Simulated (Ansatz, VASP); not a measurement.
# One calculation of NaMg3I8, two programs

```
CELL_PARAMETERS angstrom
8.28000 0.00000 0.00000
-4.14000 7.17069 0.00000
0.00000 0.00000 6.88000
ATOMIC_POSITIONS crystal
Na 0.00000 0.00000 0.00000
I 0.17522 0.35044 0.25188
I 0.35044 0.17522 0.74812
I 0.17522 0.82478 0.25188
I 0.33333 0.66667 0.75532
I 0.66667 0.33333 0.24468
I 0.82478 0.17522 0.74812
I 0.64956 0.82478 0.25188
I 0.82478 0.64956 0.74812
Mg 0.00000 0.50000 0.00000
Mg 0.50000 0.00000 0.00000
Mg 0.50000 0.50000 0.00000
```

Alike in both runs: functional PBEsol; k mesh 3 × 3 × 2; occupations gaussian, width 0.02 eV; no spin polarisation.

Ansatz relaxed the structure, and its values are those at the end. VASP's run is a single point on that final structure, the one shown.

|  | VASP | Ansatz |
| --- | --- | --- |
| version | VASP 6.6.1 | Ansatz 0.2.0 |
| potentials or method | VASP PAW PBE potentials, release 64 (Na_pv, I, Mg) | plane waves, PAW |
| plane-wave cutoff (eV) | 520 | 420 |
| valence electrons in the cell | 69 | 175 |

Ansatz gave:

```
gap on the k mesh at the Fermi level (eV) : none
rms of the force components (eV/Å)        : 0.007
```

Question: Estimate VASP's values.

Answer: gap on the k mesh at the Fermi level (eV): none; rms of the force components (eV/Å): 0.009.

VASP's potentials were made for PBE, not for PBEsol. A gap of «none» marks a metal or a gap that the smearing closes. VASP's potentials hold 69 valence electrons a cell and Ansatz's 175, so a difference there can come from the potentials and not from the codes.

The k mesh is coarse, so the values compare programs but aren't converged. Neither program's run includes spin-orbit coupling.
